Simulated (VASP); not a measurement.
Write the native input for VASP 6.6.1 that does the following.

```
Task                   : single point
Functional             : PBEsol
Potentials or basis    : VASP PAW PBE potentials, release 64 (Al, Ga_d, N)
Cutoff                 : 520 eV
k mesh                 : 6 × 8 × 6
Occupations            : gaussian, width 0.05 eV
Spin                   : no spin polarisation
Dipole correction      : no
Further INCAR settings : ALGO = Normal; EDIFF = 1e-06; NBANDS = 41
```

The structure of AlGa3N4 lies in POSCAR:

```
AlGa3N4
1.0
    5.0652159314      0.0000000000      0.0001251478
    0.0000000000      3.1175100286      0.0000000000
   -0.0035319045      0.0000000000      5.6428489618
Al Ga N
1 3 4
Direct
    0.0006034227      0.5000000000      0.6673576245
    0.4991167030      0.5000000000      0.3349195796
    0.4990273845      0.0000000000      0.8315570005
    0.9998617813      0.0000000000      0.1661805284
    0.1196687538      0.5000000000      0.3400974154
    0.1176459792      0.0000000000      0.8263760592
    0.6204436392      0.0000000000      0.1662162869
    0.6312323464      0.5000000000      0.6672965055
```

This cell differs from its parent crystal: strain -0.015 along x and y, +0.030 along z.

The input as run:

INCAR

```
SYSTEM = AlGa3N4
PREC = Accurate
ENCUT = 520
EDIFF = 1E-6
ISMEAR = 0
SIGMA = 0.05
LREAL = .FALSE.
LASPH = .TRUE.
NELM = 80
ALGO = Normal
ISIF = 2
LWAVE = .FALSE.
LCHARG = .FALSE.
GGA = PS
NBANDS = 41
```

KPOINTS

```
Automatic mesh
0
G
  6 8 6
  0 0 0
```

Potentials or basis: VASP PAW PBE potentials, release 64 (Al, Ga_d, N).

Command:

```console
$ cat potpaw_PBE.64/Al/POTCAR potpaw_PBE.64/Ga_d/POTCAR potpaw_PBE.64/N/POTCAR > POTCAR
$ mpirun -np 1 vasp_std > vasp.out
```

It gave:

```
Pressure               : 0.3 GPa
Largest force          : 0.459 eV/Å
Band gap on the k mesh : 2.29 eV, direct
```

Caveat: the cell differs from its parent crystal (strain -0.015 along x and y, +0.030 along z); the PAW data sets were made with another functional, which shifts forces and pressure a little.

Run time: 4.8 min on 1 thread of Intel(R) Xeon(R) Platinum 8488C (Sapphire Rapids), on a shared host, peak memory 0.4 GiB.
